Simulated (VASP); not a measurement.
Input of a VASP 6.6.1 run:

Contents of INCAR:

```
SYSTEM = RbCaBr3
PREC = Accurate ; ENCUT = 520
EDIFF = 1E-6 ; ISMEAR = 0
SIGMA = 0.05 ; LREAL = .FALSE.
LASPH = .TRUE. ; NELM = 80
ALGO = Normal ; ISIF = 2
LWAVE = .FALSE. ; LCHARG = .TRUE.
LELF = .TRUE. ; LVHAR = .TRUE.
NBANDS = 28
```

File KPOINTS:

```
Automatic mesh
0
G
  4 4 4
  0 0 0
```

POSCAR

```
RbCaBr3
1.0
    5.6506396500      0.0000000000      0.0000000000
    0.0000000000      5.6506396500      0.0000000000
    0.0000000000      0.0000000000      5.7366900000
Rb Ca Br
1 1 3
Direct
    0.5000000000      0.5000000000      0.5000000000
    0.0000000000      0.0000000000      0.0000000000
    0.5000000000      0.0000000000      0.0000000000
    0.0000000000      0.5000000000      0.0000000000
    0.0000000000      0.0000000000      0.5000000000
```

Potentials or basis: VASP PAW LDA potentials, release 64 (Rb_sv, Ca_sv, Br).

Launch:

```sh
$ cat potpaw_LDA.64/Rb_sv/POTCAR potpaw_LDA.64/Ca_sv/POTCAR potpaw_LDA.64/Br/POTCAR > POTCAR
$ mpirun -np 1 vasp_std > vasp.out
```

**Question.** Predict the band gap on the k mesh.

**Answer.** 3.72 eV, indirect (least direct gap 4.04 eV).

**Question.** Estimate the pressure.

**Answer.** -1.9 GPa.

Stress tensor (GPa, compression positive):
```
-1.73  0.00  0.00
 0.00 -1.73  0.00
 0.00  0.00 -2.25
```

Caveat: the cell differs from its parent crystal (strain -0.015 along x and y, +0.000 along z). A k mesh can miss the band edges.
